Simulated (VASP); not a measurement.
# MgO (Periclase) (Fm-3m) in VASP: notebook

MgO (Periclase) is run at these levels: r2SCAN, LDA; tasks: single point.

Program: VASP 6.6.1. These are calculated values, not measurements. Logs are shortened: lines on timing, memory, paths and dates and some standing lists are left out, and cuts for length are marked.

**Experimental background.**

From “Electronic structure of alkaline earth and post-transition metal oxides”, 2009, arxiv:0908.1581, for a bulk crystal of MgO: band gap 7.83 eV.

The runs below are set against these values where they give the same quantity.

## (1) The cell of the first run

Symmetry: Fm-3m, No. 225, cubic system. Conventional cell: a = 4.204 Å, b = 4.204 Å, c = 4.204 Å, α = 90.00°, β = 90.00°, γ = 90.00°. Within 2.8 Å of Mg (site symmetry m-3m) lie 6 O at 2.10 Å. Within 2.8 Å of O (site symmetry m-3m) lie 6 Mg at 2.10 Å.

## (2) Single point, r2SCAN

The input, POSCAR:

```
MgO
1.0
    0.0000000000      2.1021680256      2.1021680256
    2.1021680256      0.0000000000      2.1021680256
    2.1021680256      2.1021680256      0.0000000000
Mg O
1 1
Direct
    0.0000000000      0.0000000000      0.0000000000
    0.5000000000      0.5000000000      0.5000000000
```

The input, INCAR.step1:

```
SYSTEM = MgO
PREC = Accurate
ENCUT = 520
ISMEAR = 0
SIGMA = 0.01
LREAL = .False.
LASPH = .True.
NELM = 100
NBANDS = 11
GGA = PE
ALGO = Normal
EDIFF = 1E-4
LWAVE = .True.
LCHARG = .False.
```

The input, INCAR.step2:

```
SYSTEM = MgO
PREC = Accurate
ENCUT = 520
EDIFF = 1E-7
ISMEAR = 0
SIGMA = 0.01
LREAL = .False.
LASPH = .True.
NELM = 100
ALGO = Normal
ISIF = 2
LWAVE = .False.
LCHARG = .False.
METAGGA = R2SCAN
LMIXTAU = .True.
NBANDS = 11
ISTART = 1
```

The input, KPOINTS:

```
Automatic mesh
0
Gamma
  8 8 8
  0 0 0
```

Potentials or basis: VASP PAW PBE potentials, release 64 (Mg, O).

Launch:

```
> cat potpaw_PBE.64/Mg/POTCAR potpaw_PBE.64/O/POTCAR > POTCAR
> cp INCAR.step1 INCAR
> mpirun -np 1 vasp_std > vasp.out
> cp INCAR.step2 INCAR
> mpirun -np 1 vasp_std > vasp.out
```

OUTCAR:

```text
SYSTEM = MgO
   PREC = Accurate
   ENCUT = 520
   EDIFF = 1E-7
   ISMEAR = 0
   LREAL = .False.
   LASPH = .True.
   NELM = 100
   ISIF = 2
   METAGGA = R2SCAN
   ISTART = 1

 ion  position               nearest neighbor table
   1  0.000  0.000  0.000-   2 2.10   2 2.10   2 2.10   2 2.10   2 2.10   2 2.10
   2  0.500  0.500  0.500-   1 2.10   1 2.10   1 2.10   1 2.10   1 2.10   1 2.10

  LATTYP: Found a face centered cubic cell.
 ALAT       =     4.2043360512

  Lattice vectors:

 A1 = (   0.0000000000,   2.1021680256,   2.1021680256)
 A2 = (   2.1021680256,   0.0000000000,   2.1021680256)
 A3 = (   2.1021680256,   2.1021680256,   0.0000000000)

Analysis of symmetry for initial positions (statically):
=====================================================================
 Subroutine PRICEL returns:
 Original cell was already a primitive cell.

 Routine SETGRP: Setting up the symmetry group for a
 face centered cubic supercell.

 Subroutine GETGRP returns: Found 48 space group operations
 (whereof 48 operations were pure point group operations)
 out of a pool of 48 trial point group operations.

The static configuration has the point symmetry O_h .

Analysis of symmetry for dynamics (positions and initial velocities):
=====================================================================
 Subroutine PRICEL returns:
 Original cell was already a primitive cell.

 Routine SETGRP: Setting up the symmetry group for a
 face centered cubic supercell.

 Subroutine GETGRP returns: Found 48 space group operations
 (whereof 48 operations were pure point group operations)
 out of a pool of 48 trial point group operations.

The dynamic configuration has the point symmetry O_h .

 Subroutine INISYM returns: Found 48 space group operations
 (whereof 48 operations are pure point group operations),
 and found     1 'primitive' translations

----------------------------------------------------------------------------------------

                                     Primitive cell

  volume of cell :      18.5794

  direct lattice vectors                    reciprocal lattice vectors
     0.000000000  2.102168026  2.102168026    -0.237849684  0.237849684  0.237849684
     2.102168026  0.000000000  2.102168026     0.237849684 -0.237849684  0.237849684
     2.102168026  2.102168026  0.000000000     0.237849684  0.237849684 -0.237849684

  length of vectors
     2.972914532  2.972914532  2.972914532     0.411967737  0.411967737  0.411967737

  position of ions in fractional coordinates (direct lattice)
[... 83 lines left out ...]
   IBRION =     -1    ionic relax: 0-MD 1-quasi-New 2-CG
   NFREE  =      0    steps in history (QN), initial steepest desc. (CG)
   ISIF   =      2    stress and relaxation
   ISYM   =      2    0-nonsym 1-usesym 2-fastsym
   POTIM  = 0.5000    time-step for ionic-motion
   TEBEG  =    0.0;   TEEND  =   0.0 temperature during run
   PSTRESS=    0.0 pullay stress
   NELECT =       8.0000    total number of electrons
   NUPDOWN=      -1.0000    fix difference up-down
   EMIN   =  10.00;   EMAX   =-10.00  energy-range for DOS
   EFERMI =   0.00;   METHOD = LEGACY
   ISMEAR =     0;   SIGMA  =   0.01  broadening in eV -4-tet -1-fermi 0-gaus
   EFERMI_NEDOS =   21; number of points for ismear=-14 and -15
   IALGO  =     38    algorithm
   IMIX   =      4    mixing-type and parameters
     AMIX     =   0.40;   BMIX     =  1.00
     AMIX_MAG =   1.60;   BMIX_MAG =  1.00
  volume/ion in A,a.u.               =       9.29        62.69
  Fermi-wavevector in a.u.,A,eV,Ry     =   1.236215  2.336108 20.792804  1.528228
  Thomas-Fermi vector in A             =   2.370833
   LORBIT       =      0    0 simple, 1 ext, 2 COOP (PROOUT), +10 PAW based schemes
   METAGGA = R2SCAN    functional components
   LHFCALC =     F    Hartree Fock is set to
   AEXX    =    0.0000 exact exchange contribution
   IVDW    =     0    specifies the selected vdW correction
   LEPSILON=     F    determine dielectric tensor
   LRPA    =     F    only Hartree local field effects (RPA)
 non-spin polarized calculation
 Gauss-broadening in eV      SIGMA  =   0.01
  energy-cutoff  :      520.00
  volume of cell :       18.58
 maximum number of plane-waves:       531
 NGX is ok and might be reduce to    24
   NGX = 11   NGY = 11   NGZ = 11

 number of electron       8.0000004 magnetization

 Free energy of the ion-electron system (eV)
  ---------------------------------------------------
  ext. energy  EPLUGINS =         0.00000000
  ---------------------------------------------------
  free energy    TOTEN  =       -16.16108298 eV

  energy without entropy =      -16.16108298  energy(sigma->0) =      -16.16108298

 E-fermi :   2.8858     XC(G=0): -11.6233

 val. band max:        2.8163442812   @ k =   0.0000   0.0000   0.0000
 cond. band min:       8.4762407795   @ k =   0.0000   0.0000   0.0000
 fundamental gap:      5.6598964983
 Fermi energy:         2.8857885904

 k-point     1 :       0.0000    0.0000    0.0000
  band No.  band energies     occupation
      1     -15.4125      2.00000
      2       2.8163      2.00000
      3       2.8163      2.00000
      4       2.8163      2.00000
      5       8.4762      0.00000
      6      19.6822      0.00000
      7      19.6822      0.00000
      8      19.6822      0.00000
      9      23.8433      0.00000
     10      25.6169      0.00000
     11      25.6169      0.00000
[... 309 lines left out ...]
 k-point    24 :      -0.3750    0.2500    0.1250
  band No.  band energies     occupation
      1     -14.0032      2.00000
      2      -1.2022      2.00000
      3       0.8624      2.00000
      4       1.8031      2.00000
      5      13.4815      0.00000
      6      16.2038      0.00000
      7      17.5215      0.00000
      8      20.9890      0.00000
      9      24.6540      0.00000
     10      26.3889      0.00000
     11      30.6232      0.00000

 [... further k-points ...]
[... 5 lines left out ...]
  --------------------------------------------------------------------------------------
  -------------------------------------------------------------------------------------
  Total       -0.1319602     -0.1319602     -0.1319602      0.0000000      0.0000000      0.0000000
  in kB      -11.3794528    -11.3794528    -11.3794528      0.0000000      0.0000000      0.0000000
  external PRESSURE =     -11.3794528 kB  Pullay stress =       0.0000000 kB

 VOLUME and BASIS-vectors are now :
 -----------------------------------------------------------------------------
  energy-cutoff  :      520.00
  volume of cell :       18.58
      direct lattice vectors                 reciprocal lattice vectors
     0.000000000  2.102168026  2.102168026    -0.237849684  0.237849684  0.237849684
     2.102168026  0.000000000  2.102168026     0.237849684 -0.237849684  0.237849684
     2.102168026  2.102168026  0.000000000     0.237849684  0.237849684 -0.237849684

 POSITION                                       TOTAL-FORCE (eV/Angst)
 -----------------------------------------------------------------------------------
      0.00000      0.00000      0.00000         0.000000      0.000000      0.000000
      2.10217      2.10217      2.10217        -0.000000     -0.000000      0.000000
 -----------------------------------------------------------------------------------
    total drift:                               -0.000000     -0.000000      0.000000

  FREE ENERGIE OF THE ION-ELECTRON SYSTEM (eV)
  ---------------------------------------------------
  free  energy   TOTEN  =       -16.1610829763 eV

  energy  without entropy=      -16.1610829763  energy(sigma->0) =      -16.16108298
```

It took 26 s on 1 thread of Intel Xeon 6975P-C, shared host; peak memory 0.14 GiB.

Results:

| Item | Value |
| --- | --- |
| Free energy | -16.1611 eV |
| Pressure | -1.1 GPa |
| Band gap on the k mesh | 5.66 eV, direct |

Caveat: the PAW data sets were made with another functional, which shifts forces and pressure a little.

## (3) Single point, LDA

The input, INCAR:

```
PREC = Accurate ; ENCUT = 600
EDIFF = 1E-6 ; ISMEAR = 0
SIGMA = 0.01 ; LREAL = F
LASPH = T ; NELM = 120
ALGO = Normal ; ISIF = 2
LWAVE = F ; LCHARG = F
NBANDS = 11 ; GGA_COMPAT = F
```

The input, KPOINTS:

```
regular mesh
0
Gamma
  4 4 4
```

POSCAR is that of step 2.

Potentials or basis: VASP PAW LDA potentials, release 64 (Mg, O).

Launch:

```
> cat potpaw_LDA.64/Mg/POTCAR potpaw_LDA.64/O/POTCAR > POTCAR
> mpirun -np 1 vasp_std > vasp.out
```

OUTCAR:

```text
PREC = Accurate
   ENCUT = 600
   EDIFF = 1E-6
   ISMEAR = 0
   LREAL = F
   LASPH = T
   NELM = 120
   ISIF = 2

 ion  position               nearest neighbor table
   1  0.000  0.000  0.000-   2 2.10   2 2.10   2 2.10   2 2.10   2 2.10   2 2.10
   2  0.500  0.500  0.500-   1 2.10   1 2.10   1 2.10   1 2.10   1 2.10   1 2.10

  LATTYP: Found a face centered cubic cell.
 ALAT       =     4.2043360512

  Lattice vectors:

 A1 = (   0.0000000000,   2.1021680256,   2.1021680256)
 A2 = (   2.1021680256,   0.0000000000,   2.1021680256)
 A3 = (   2.1021680256,   2.1021680256,   0.0000000000)

Analysis of symmetry for initial positions (statically):
=====================================================================
 Subroutine PRICEL returns:
 Original cell was already a primitive cell.

 Routine SETGRP: Setting up the symmetry group for a
 face centered cubic supercell.

 Subroutine GETGRP returns: Found 48 space group operations
 (whereof 48 operations were pure point group operations)
 out of a pool of 48 trial point group operations.

The static configuration has the point symmetry O_h .

[... 151 lines left out ...]
  band No.  band energies     occupation
      1     -14.0970      2.00000
      2       2.9359      2.00000
      3       2.9359      2.00000
      4       2.9359      2.00000
      5       7.6374      0.00000
      6      18.4786      0.00000
      7      18.4786      0.00000
      8      18.4786      0.00000
      9      22.5174      0.00000
     10      24.1681      0.00000
     11      24.1681      0.00000
[... 85 lines left out ...]
 k-point     8 :      -0.2500    0.5000    0.2500
  band No.  band energies     occupation
      1     -12.3973      2.00000
      2      -0.0980      2.00000
      3      -0.0980      2.00000
      4       1.1141      2.00000
      5      14.4130      0.00000
      6      14.4130      0.00000
      7      14.8742      0.00000
      8      18.2476      0.00000
      9      24.6125      0.00000
     10      24.6125      0.00000
     11      29.0603      0.00000

------------------------ aborting loop because EDIFF is reached ----------------------------------------

  FORCE on cell =-STRESS in cart. coord.  units (eV):
  Direction    XX          YY          ZZ          XY          YZ          ZX
  --------------------------------------------------------------------------------------
  -------------------------------------------------------------------------------------
  Total       -0.8264322     -0.8264322     -0.8264322      0.0000000      0.0000000      0.0000000
  in kB      -71.2665195    -71.2665195    -71.2665195      0.0000000      0.0000000      0.0000000
  external PRESSURE =     -71.2665195 kB  Pullay stress =       0.0000000 kB

 VOLUME and BASIS-vectors are now :
 -----------------------------------------------------------------------------
  energy-cutoff  :      600.00
  volume of cell :       18.58
      direct lattice vectors                 reciprocal lattice vectors
     0.000000000  2.102168026  2.102168026    -0.237849684  0.237849684  0.237849684
     2.102168026  0.000000000  2.102168026     0.237849684 -0.237849684  0.237849684
     2.102168026  2.102168026  0.000000000     0.237849684  0.237849684 -0.237849684

 POSITION                                       TOTAL-FORCE (eV/Angst)
 -----------------------------------------------------------------------------------
      0.00000      0.00000      0.00000        -0.000000      0.000000     -0.000000
      2.10217      2.10217      2.10217         0.000000     -0.000000      0.000000
 -----------------------------------------------------------------------------------
    total drift:                               -0.000000     -0.000000      0.000000

  FREE ENERGIE OF THE ION-ELECTRON SYSTEM (eV)
  ---------------------------------------------------
  free  energy   TOTEN  =       -13.4190505941 eV

  energy  without entropy=      -13.4190505941  energy(sigma->0) =      -13.41905059
```

OSZICAR:

```text
N       E                     dE             d eps       ncg     rms          rms(c)
DAV:   1     0.162991323937E+02    0.16299E+02   -0.47727E+03   200   0.696E+02
DAV:   2    -0.140986795659E+02   -0.30398E+02   -0.29416E+02   188   0.144E+02
DAV:   3    -0.149975733106E+02   -0.89889E+00   -0.89794E+00   212   0.222E+01
DAV:   4    -0.149993509775E+02   -0.17777E-02   -0.17776E-02   182   0.111E+00
DAV:   5    -0.149993552513E+02   -0.42738E-05   -0.42737E-05   212   0.545E-02    0.705E+00
DAV:   6    -0.134832218699E+02    0.15161E+01   -0.87038E+00   185   0.161E+01    0.224E+00
DAV:   7    -0.134437670347E+02    0.39455E-01   -0.61620E-02   185   0.224E+00    0.130E+00
DAV:   8    -0.134196876299E+02    0.24079E-01   -0.33330E-02   182   0.187E+00    0.251E-01
DAV:   9    -0.134192367864E+02    0.45084E-03   -0.56247E-04   206   0.171E-01    0.148E-01
DAV:  10    -0.134190510436E+02    0.18574E-03   -0.55857E-04   191   0.189E-01    0.606E-03
DAV:  11    -0.134190505941E+02    0.44951E-06   -0.50527E-06   188   0.132E-02
   1 F= -.13419051E+02 E0= -.13419051E+02  d E =-.977840-100
```

Wall time 1.7 s (1 thread of AMD EPYC 9R45 (Zen 5), shared host); peak memory 0.09 GiB.

What came out:

| Item | Value |
| --- | --- |
| Free energy | -13.4191 eV |
| Pressure | -7.1 GPa |
| Band gap on the k mesh | 4.70 eV, direct |

Caveat: the k points lie up to 0.65 Å⁻¹ apart.

## (4) Single point, LDA

The input, INCAR:

```
SYSTEM = MgO
PREC     = Accurate       ! precision mode
ENCUT    = 600            ! plane-wave cutoff, eV
EDIFF    = 1E-6           ! SCF threshold, eV
ISMEAR   = 0              ! smearing method
SIGMA    = 0.01           ! smearing width, eV
LREAL    = .False.        ! projectors in reciprocal space
LASPH    = .True.         ! aspherical terms in the spheres
NELM     = 120            ! most SCF steps
ALGO     = Normal         ! electronic algorithm
ISIF     = 2              ! what is computed and relaxed
LWAVE    = .False.        ! write WAVECAR
LCHARG   = .True.         ! write CHGCAR
LELF     = .True.         ! ELF
LVHAR    = .True.       
NBANDS   = 11             ! bands
GGA_COMPAT= .False.
```

The input, KPOINTS:

```
Automatic mesh
0
Gamma
  4 4 4
  0 0 0
```

POSCAR is that of step 3.

Potentials or basis: VASP PAW LDA potentials, release 64 (Mg, O).

Launch:

```
> cat potpaw_LDA.64/Mg/POTCAR potpaw_LDA.64/O/POTCAR > POTCAR
> mpirun -np 1 vasp_std > vasp.out
```

OUTCAR:

```text
SYSTEM = MgO
   PREC = Accurate
   ENCUT = 600
   EDIFF = 1E-6
   ISMEAR = 0
   LREAL = .False.
   LASPH = .True.
   NELM = 120
   ISIF = 2

 ion  position               nearest neighbor table
   1  0.000  0.000  0.000-   2 2.10   2 2.10   2 2.10   2 2.10   2 2.10   2 2.10
   2  0.500  0.500  0.500-   1 2.10   1 2.10   1 2.10   1 2.10   1 2.10   1 2.10

  LATTYP: Found a face centered cubic cell.
 ALAT       =     4.2043360512

  Lattice vectors:

 A1 = (   0.0000000000,   2.1021680256,   2.1021680256)
 A2 = (   2.1021680256,   0.0000000000,   2.1021680256)
 A3 = (   2.1021680256,   2.1021680256,   0.0000000000)

Analysis of symmetry for initial positions (statically):
=====================================================================
 Subroutine PRICEL returns:
 Original cell was already a primitive cell.

 Routine SETGRP: Setting up the symmetry group for a
 face centered cubic supercell.

 Subroutine GETGRP returns: Found 48 space group operations
 (whereof 48 operations were pure point group operations)
 out of a pool of 48 trial point group operations.

The static configuration has the point symmetry O_h .

Analysis of symmetry for dynamics (positions and initial velocities):
=====================================================================
 Subroutine PRICEL returns:
[... 157 lines left out ...]
      9      22.5174      0.00000
     10      24.1681      0.00000
     11      24.1681      0.00000
[... 85 lines left out ...]
 k-point     8 :      -0.2500    0.5000    0.2500
  band No.  band energies     occupation
      1     -12.3973      2.00000
      2      -0.0980      2.00000
      3      -0.0980      2.00000
      4       1.1141      2.00000
      5      14.4130      0.00000
      6      14.4130      0.00000
      7      14.8742      0.00000
      8      18.2476      0.00000
      9      24.6125      0.00000
     10      24.6125      0.00000
     11      29.0603      0.00000

------------------------ aborting loop because EDIFF is reached ----------------------------------------

  FORCE on cell =-STRESS in cart. coord.  units (eV):
  Direction    XX          YY          ZZ          XY          YZ          ZX
  --------------------------------------------------------------------------------------
  -------------------------------------------------------------------------------------
  Total       -0.8264322     -0.8264322     -0.8264322      0.0000000      0.0000000      0.0000000
  in kB      -71.2665195    -71.2665195    -71.2665195      0.0000000      0.0000000      0.0000000
  external PRESSURE =     -71.2665195 kB  Pullay stress =       0.0000000 kB

 VOLUME and BASIS-vectors are now :
 -----------------------------------------------------------------------------
  energy-cutoff  :      600.00
  volume of cell :       18.58
      direct lattice vectors                 reciprocal lattice vectors
     0.000000000  2.102168026  2.102168026    -0.237849684  0.237849684  0.237849684
     2.102168026  0.000000000  2.102168026     0.237849684 -0.237849684  0.237849684
     2.102168026  2.102168026  0.000000000     0.237849684  0.237849684 -0.237849684

 POSITION                                       TOTAL-FORCE (eV/Angst)
 -----------------------------------------------------------------------------------
      0.00000      0.00000      0.00000        -0.000000      0.000000     -0.000000
      2.10217      2.10217      2.10217         0.000000     -0.000000      0.000000
 -----------------------------------------------------------------------------------
    total drift:                               -0.000000     -0.000000      0.000000

  FREE ENERGIE OF THE ION-ELECTRON SYSTEM (eV)
  ---------------------------------------------------
  free  energy   TOTEN  =       -13.4190505941 eV

  energy  without entropy=      -13.4190505941  energy(sigma->0) =      -13.41905059
```

It took 2 s on 1 thread of AMD EPYC 9R45 (Zen 5), shared host; peak memory 0.09 GiB.

Results:

```yaml
Free_energy: -13.4191 eV
Pressure: -7.1 GPa
Band_gap_on_the_k_mesh: 4.70 eV, direct
```

Caveat: the k points lie up to 0.65 Å⁻¹ apart.

(Part 1 of 2 ends here.)
